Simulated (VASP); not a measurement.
## Al: relaxation of cell and atoms with HSE06

The system is Al.

```
Al
1.0
     4.54673    0.00000    0.00000
    -2.27337    3.93758    0.00000
     0.00000    0.00000    2.75393
Al
2
Direct
  0.33333 0.66667 0.50000
  0.66667 0.33333 0.50000
```

This isn't the form of Al at room conditions, which is fcc.

| Property | Result |
| --- | --- |
| Program | VASP 6.6.1 |
| Task | relaxation of cell and atoms |
| Functional | HSE06 |
| Potentials or basis | VASP PAW PBE potentials, release 64 (Al) |
| Cutoff | 600 eV |
| k mesh | 4 × 4 × 5 |
| Occupations | fermi-dirac, width 0.05 eV |
| Spin | no spin polarisation |
| Dipole correction | no |
| Grid for exact exchange (PRECFOCK) | Normal |
| Further INCAR settings | ALGO = Normal; EDIFF = 1e-07; IBRION = 2; EDIFFG = -0.01; NSW = 60; ISIF = 3 |
| Share of exact exchange | 0.25 |
| Screening parameter | 0.2079 1/Å |

* Relaxed volume: 24.67 Å³/atom
* Relaxed cell: a = 4.480 Å, b = 4.480 Å, c = 2.839 Å, α = 90.00°, β = 90.00°, γ = 120.00°
* Space group after relaxing (to 0.1 Å): P6/mmm (No. 191)
* Energy gained by relaxing: 12.5 meV/atom
* Ionic steps: 8
* Pressure after relaxing: 0.0 GPa
* Band gap on the k mesh: zero (bands 3 and 4 overlap by 2.23 eV)

The path:
```
step  energy change (eV)  largest force (eV/Å)  pressure (GPa)  volume (Å³)
   1              0.0000                0.0002            0.23        49.30
   2             -0.0173                0.0001           -0.34        49.55
   3              0.0145                0.0006            0.12        50.16
   4             -0.0243                0.0001           -0.34        49.77
   5             -0.0245                0.0000           -0.36        49.74
   6             -0.0248                0.0001            0.10        49.29
   7             -0.0249                0.0000           -0.04        49.43
   8             -0.0250                0.0001            0.01        49.35
```

Final structure:
```
CELL_PARAMETERS angstrom
4.47971 0.00002 0.00000
-2.23984 3.87955 0.00000
0.00000 0.00000 2.83936
ATOMIC_POSITIONS crystal
Al 0.33333 0.66667 0.50000
Al 0.66667 0.33333 0.50000
```

Levels at points of the mesh, in eV from the Fermi level:
```csv
k point,band 1,band 2,band 3,band 4,band 5,band 6
"(0.00, 0.00, 0.00)",-9.67,-0.48,-0.48,0.57,3.19,3.19
"(0.50, 0.00, 0.00)",-7.78,-6.21,-1.76,0.93,8.48,8.84
"(0.50, 0.50, 0.00)",-7.78,-6.21,-1.76,0.93,8.48,8.84
```

Wall time 55 min on 1 thread of Intel Xeon 8259CL, on a shared host, peak memory 0.28 GiB.

Caveat: the k points lie up to 0.44 Å⁻¹ apart in the final cell, too coarse for converged energies and pressures of a metal; the PAW data sets were made with another functional, which shifts forces and pressure a little.
